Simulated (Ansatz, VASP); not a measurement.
One calculation of Al2Ru, two programs

```
Al Ru
1.0
     0.00000    3.95798    4.35095
     2.33236    0.00000    4.35095
     2.33236    3.95798    0.00000
Al Ru
4 2
Direct
  0.07886 0.42114 0.07886
  0.42114 0.07886 0.42114
  0.17114 0.82886 0.17114
  0.82886 0.17114 0.82886
  0.75000 0.75000 0.75000
  0.50000 0.50000 0.50000
```

Alike in both runs: functional LDA; k mesh 10 × 10 × 10; occupations gaussian, width 0.01 eV; no spin polarisation.

Ansatz relaxed the structure, and its values are those at the end. VASP's run is a single point on that final structure, the one shown.

```csv
,VASP,Ansatz
version,VASP 6.6.1,Ansatz 0.2.0
potentials or method,"VASP PAW LDA potentials, release 64 (Al, Ru_pv), cutoff 500 eV","scalar-relativistic, plane waves, PAW"
valence electrons in the cell,40,44
```

Ansatz gave:

| Quantity | Value |
| --- | --- |
| gap on the k mesh at the Fermi level (eV) | 0.08 |
| least direct gap on the mesh (eV) | 1.25 |
| pressure (GPa) | 0.0 |
| rms of the force components (eV/Å) | 0.000 |

Task: What did VASP give for the same quantities?

Result: gap on the k mesh at the Fermi level (eV): 0.08; least direct gap on the mesh (eV): 1.26; pressure (GPa): 0.4; rms of the force components (eV/Å): 0.004.

LDA's correlation is that of Perdew and Zunger in VASP and of Perdew and Wang (1992) in Ansatz. VASP's potentials hold 40 valence electrons a cell and Ansatz's 44, so a difference there can come from the potentials and not from the codes.
